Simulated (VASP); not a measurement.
**InSb3: single point with PBE**

Crystal: InSb3.

```
In Sb
1.0
     4.80637    0.00000    0.00000
     0.00000    4.80637    0.00000
     0.00000    0.00000    4.80637
In Sb
1 3
Cartesian
  0.0000 0.0000 0.0000
  2.4032 0.0000 2.4032
  0.0000 2.4032 2.4032
  2.4032 2.4032 0.0000
```

```yaml
Program: VASP 6.6.1
Task: single point
Functional: PBE
Potentials_or_basis: VASP PAW PBE potentials, release 64 (In_d, Sb)
Cutoff: 500 eV
k_mesh: 3 × 3 × 3
Occupations: methfessel-paxton, width 0.0066 eV
Spin: no spin polarisation
```

```json
{"Pressure": "-0.7 GPa", "Band gap on the k mesh": "zero (band 14 reaches 8.87 eV, above the bottom of band 15 at 7.09 eV)"}
```

Levels at points of the mesh, in eV from the Fermi level:
```tsv
k point	band 10	band 11	band 12	band 13	band 14	band 15	band 16	band 17
(0.00, 0.00, 0.00)	-4.18	-4.18	-3.46	0.57	0.57	0.57	1.83	1.83
```

Wall time 11 s on 1 thread of Intel(R) Xeon(R) Platinum 8259CL CPU @ 2.50GHz (Skylake/Cascade Lake), with other jobs on the host, peak memory 0.2 GiB.

Caveat: the k points lie up to 0.44 Å⁻¹ apart; spin-orbit coupling is left out, which moves the levels of the heavy elements.
